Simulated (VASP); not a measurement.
# AlN (Cmcm) in VASP: further runs, part 2 of 2

VASP 6.6.1.

## 4. Single point, PBE

This run uses another cell than the first one, of 8.86 Å³/atom, 1.025 times its volume.

INCAR reads:

```
PREC = Accurate
ENCUT = 520
EDIFF = 1E-7
ISMEAR = 0
SIGMA = 0.05
LREAL = False
LASPH = True
NELM = 60
ALGO = Normal
ISIF = 2
LWAVE = False
LCHARG = True
GGA = PE
LELF = True
LVHAR = True
NBANDS = 16
```

KPOINTS reads:

```
Automatic mesh
0
Gamma
  8 8 6
```

POSCAR reads:

```
AlN
1.0
    0.0000000000     -2.0693064083     -2.0693064083
    0.0000000000      2.0693064083     -2.0693064083
    4.1386128164      0.0000000000      0.0000000000
Al N
2 2
Direct
    0.5289881188      0.4710118812      0.0000000000
   -0.0289881188      0.0289881188      0.5000000000
    0.4894833559      0.5105166441      0.5000000000
    0.0105166441      0.9894833559      0.0000000000
```

Potentials or basis: VASP PAW PBE potentials, release 64 (Al, N).

The run is started by

```
cat potpaw_PBE.64/Al/POTCAR potpaw_PBE.64/N/POTCAR > POTCAR
mpirun -np 1 vasp_std > vasp.out
```

OUTCAR:

```text
PREC = Accurate
   ENCUT = 520
   EDIFF = 1E-7
   ISMEAR = 0
   LREAL = False
   LASPH = True
   NELM = 60
   ISIF = 2
   GGA = PE

 ion  position               nearest neighbor table
   1  0.529  0.471  0.000-   4 1.99   4 2.07   4 2.07   3 2.08   3 2.08   4 2.15   2 2.76   2 2.76
                             2 2.94   2 2.94   2 2.94   2 2.94   2 3.10   2 3.10
   2  0.971  0.029  0.500-   3 1.99   3 2.07   3 2.07   4 2.08   4 2.08   3 2.15   1 2.76   1 2.76
                             1 2.94   1 2.94   1 2.94   1 2.94   1 3.10   1 3.10
   3  0.489  0.511  0.500-   2 1.99   2 2.07   2 2.07   1 2.08   1 2.08   2 2.15
   4  0.011  0.989  0.000-   1 1.99   1 2.07   1 2.07   2 2.08   2 2.08   1 2.15

  LATTYP: Found a simple tetragonal cell.
 ALAT       =     2.9264411873
 C/A-ratio  =     1.4142135623

  Lattice vectors:

 A1 = (   0.0000000000,  -2.0693064083,  -2.0693064083)
 A2 = (   0.0000000000,   2.0693064083,  -2.0693064083)
 A3 = (   4.1386128164,   0.0000000000,   0.0000000000)

Analysis of symmetry for initial positions (statically):
=====================================================================
 Subroutine PRICEL returns:
 Original cell was already a primitive cell.

 Routine SETGRP: Setting up the symmetry group for a
 simple tetragonal supercell.

 Subroutine GETGRP returns: Found  8 space group operations
 (whereof  4 operations were pure point group operations)
 out of a pool of 16 trial point group operations.

The static configuration has the point symmetry C_2v.
 The point group associated with its full space group is D_2h.

Analysis of symmetry for dynamics (positions and initial velocities):
=====================================================================
 Subroutine PRICEL returns:
 Original cell was already a primitive cell.

 Routine SETGRP: Setting up the symmetry group for a
 simple tetragonal supercell.

[... 124 lines left out ...]
   ISMEAR =     0;   SIGMA  =   0.05  broadening in eV -4-tet -1-fermi 0-gaus
   EFERMI_NEDOS =   21; number of points for ismear=-14 and -15
   IALGO  =     38    algorithm
   IMIX   =      4    mixing-type and parameters
     AMIX     =   0.40;   BMIX     =  1.00
     AMIX_MAG =   1.60;   BMIX_MAG =  1.00
  volume/ion in A,a.u.               =       8.86        59.80
  Fermi-wavevector in a.u.,A,eV,Ry     =   1.255847  2.373206 21.458447  1.577151
  Thomas-Fermi vector in A             =   2.389584
   LORBIT       =      0    0 simple, 1 ext, 2 COOP (PROOUT), +10 PAW based schemes
   GGA     = PE    functional components
   LHFCALC =     F    Hartree Fock is set to
   AEXX    =    0.0000 exact exchange contribution
   IVDW    =     0    specifies the selected vdW correction
   LEPSILON=     F    determine dielectric tensor
   LRPA    =     F    only Hartree local field effects (RPA)
 non-spin polarized calculation
 Gauss-broadening in eV      SIGMA  =   0.05
  energy-cutoff  :      520.00
  volume of cell :       35.44
 maximum number of plane-waves:       999
 NGX is ok and might be reduce to    24
   NGX = 11   NGY = 11   NGZ = 15

 number of electron      16.0000002 magnetization

 Free energy of the ion-electron system (eV)
  ---------------------------------------------------
  ext. energy  EPLUGINS =         0.00000000
  ---------------------------------------------------
  free energy    TOTEN  =       -28.88786752 eV

  energy without entropy =      -28.88786752  energy(sigma->0) =      -28.88786752

 E-fermi :   9.3218     XC(G=0): -11.9609

 val. band max:        9.0934926979   @ k =   0.0000   0.0000   0.0000
 cond. band min:      12.9731938533   @ k =   0.5000   0.5000   0.0000
 fundamental gap:      3.8797011554
 Fermi energy:         9.3218275085

 k-point     1 :       0.0000    0.0000    0.0000
  band No.  band energies     occupation
      1      -7.8599      2.00000
      2      -3.9923      2.00000
      3       2.1632      2.00000
      4       6.4566      2.00000
      5       6.4691      2.00000
      6       9.0248      2.00000
[... 433 lines left out ...]
      3       2.6482      2.00000
      4       4.8028      2.00000
      5       5.4906      2.00000
      6       7.0640      2.00000
[... 8 lines left out ...]
     15      21.3443      0.00000
     16      22.5606      0.00000

 [... further k-points ...]
[... 5 lines left out ...]
  --------------------------------------------------------------------------------------
  -------------------------------------------------------------------------------------
  Total       -2.2021160     -1.9663423     -2.7168472      0.0000000      0.0000000      0.0000000
  in kB      -99.5442947    -88.8863962   -122.8121675      0.0000000      0.0000000      0.0000000
  external PRESSURE =    -103.7476195 kB  Pullay stress =       0.0000000 kB

 VOLUME and BASIS-vectors are now :
 -----------------------------------------------------------------------------
  energy-cutoff  :      520.00
  volume of cell :       35.44
      direct lattice vectors                 reciprocal lattice vectors
     0.000000000 -2.069306408 -2.069306408     0.000000000 -0.241626855 -0.241626855
     0.000000000  2.069306408 -2.069306408     0.000000000  0.241626855 -0.241626855
     4.138612816  0.000000000  0.000000000     0.241626855  0.000000000  0.000000000

 POSITION                                       TOTAL-FORCE (eV/Angst)
 -----------------------------------------------------------------------------------
      0.00000     -0.11997     -2.06931         0.000000      1.060466      0.000000
      2.06931     -1.94934     -2.06931         0.000000     -1.060466      0.000000
      2.06931      0.04352     -2.06931         0.000000     -0.305256      0.000000
      0.00000      2.02578     -2.06931         0.000000      0.305256      0.000000
 -----------------------------------------------------------------------------------
    total drift:                               -0.000000     -0.000000      0.000000

  FREE ENERGIE OF THE ION-ELECTRON SYSTEM (eV)
  ---------------------------------------------------
  free  energy   TOTEN  =       -28.8878675188 eV

  energy  without entropy=      -28.8878675188  energy(sigma->0) =      -28.88786752
```

stdout:

```text
POSCAR found type information on POSCAR AlN
 POSCAR found :  2 types and       4 ions
 scaLAPACK will be used
 LDA part: xc-table for (Slater+PW92), standard interpolation
 POSCAR, INCAR and KPOINTS ok, starting setup
 FFT: planning ... GRIDC
 FFT: planning ... GRID_SOFT
 FFT: planning ... GRID
 WAVECAR not read
 entering main loop
```

Wall time 28 s (1 thread of Intel Xeon Platinum 8259CL at 2.50GHz (Skylake/Cascade Lake), shared host); peak memory 0.16 GiB.

What came out:

- Free energy: -28.8879 eV
- Pressure: -10.4 GPa
- Largest force: 1.060 eV/Å
- Band gap on the k mesh: 3.88 eV, indirect (least direct gap 3.96 eV)

Forces on the atoms (eV/Å):
```
Al   0.000  1.060  0.000
Al   0.000 -1.060  0.000
N    0.000 -0.305  0.000
N    0.000  0.305  0.000
```

Stress tensor (GPa, compression positive):
```
 -9.95   0.00   0.00
  0.00  -8.89   0.00
  0.00   0.00 -12.28
```

Caveat: forces of over 1 eV/Å act on the atoms, so gaps and moduli don't describe the material at rest.
